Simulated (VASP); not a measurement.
Here is a VASP 6.6.1 calculation.

Contents of INCAR:

```
SYSTEM = NaF
  ALGO = Normal
  EDIFF = 1E-7
  ENCUT = 520
  GGA = PE
  ISIF = 2
  ISMEAR = -1
  LASPH = .True.
  LCHARG = .True.
  LELF = .True.
  LREAL = .False.
  LVHAR = .True.
  LWAVE = .False.
  NBANDS = 14
  NELM = 80
  PREC = Accurate
  SIGMA = 0.02
```

KPOINTS

```
k-points
0
Gamma
  10 10 10
  0 0 0
```

File POSCAR:

```
NaF
1.0
   -0.0174247500      2.3233000000      2.3233000000
    2.3233000000     -0.0174247500      2.3233000000
    2.3058752500      2.3058752500      0.0000000000
Na F
1 1
Direct
    0.0000000000      0.0000000000      0.0000000000
    0.5000000000      0.5000000000      0.5000000000
```

Potentials or basis: VASP PAW PBE potentials, release 64 (Na_pv, F).

The run is started by

```sh
$ cat potpaw_PBE.64/Na_pv/POTCAR potpaw_PBE.64/F/POTCAR > POTCAR
$ mpirun -np 1 vasp_std > vasp.out
```

Question: Predict the pressure.

Answer: 1.6 GPa.

Question: Estimate the band gap on the k mesh.

Answer: 6.23 eV.

Stress tensor (GPa, compression positive):
```
1.60 0.40 0.00
0.40 1.60 0.00
0.00 0.00 1.59
```

Caveat: the cell differs from its parent crystal (xy shear strain of -1.5 %). A k mesh can miss the band edges.
